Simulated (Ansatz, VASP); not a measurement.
# Cu3N: VASP beside Ansatz

File INCAR:

```
  ALGO = Normal
  EDIFF = 1E-6
  ENCUT = 600
  GGA = PS
  GGA_COMPAT = False
  ISIF = 2
  ISMEAR = 0
  LASPH = True
  LCHARG = False
  LREAL = False
  LWAVE = False
  NBANDS = 27
  NELM = 120
  PREC = Accurate
  SIGMA = 0.1
```

Contents of KPOINTS:

```
k-points
0
Gamma
  12 12 12
```

The input POSCAR:

```
Cu3N
1.0
    3.7650243478      0.0000000000      0.0000000000
    0.0000000000      3.7650243478      0.0000000000
    0.0000000000      0.0000000000      3.7650243478
Cu N
3 1
Direct
    0.5000000000      0.0000000000      0.0000000000
    0.0000000000      0.5000000000      0.0000000000
    0.0000000000      0.0000000000      0.5000000000
    0.0000000000      0.0000000000      0.0000000000
```

Input for Ansatz:

```yaml
crystal:
  lattice:
    - [3.7650243478, 0.0, 0.0]
    - [0.0, 3.7650243478, 0.0]
    - [0.0, 0.0, 3.7650243478]
  atoms:
    - { symbol: Cu, position: [0.5, 0.0, 0.0] }
    - { symbol: Cu, position: [0.0, 0.5, 0.0] }
    - { symbol: Cu, position: [0.0, 0.0, 0.5] }
    - { symbol: "N", position: [0.0, 0.0, 0.0] }
basis:
  ecutwfc: 420
kpoints:
  mp_grid: { grid: [12, 12, 12] }
  band_path:
    path:
      - [0.0, 0.0, 0.0]
      - [0.0, 0.5, 0.0]
      - [0.5, 0.5, 0.0]
      - [0.5, 0.5, 0.5]
      - [0.0, -0.5, -0.5]
    npoints: 1
hamiltonian:
  xc: pbesol
scf:
  occupations: { method: gaussian, width: 0.1 }
  n_extra_bands: 5
output:
  forces: true
  stress: true
  eigenvalues: true
```

Alike in both runs: task single point; functional PBEsol; k mesh 12 × 12 × 12; occupations gaussian, width 0.1 eV; no spin polarisation.

|  | VASP | Ansatz |
| --- | --- | --- |
| version | VASP 6.6.1 | Ansatz 0.2.0 |
| potentials or method | VASP PAW PBE potentials, release 64 (Cu, N), cutoff 600 eV | scalar-relativistic, plane waves, PAW |
| valence electrons in the cell | 38 | 62 |

```csv
,VASP,Ansatz,Ansatz less VASP
pressure (GPa),0.8,0.0,-0.75
```

VASP's potentials were made for PBE, not for PBEsol. VASP's potentials hold 38 valence electrons a cell and Ansatz's 62, so a difference there can come from the potentials and not from the codes.
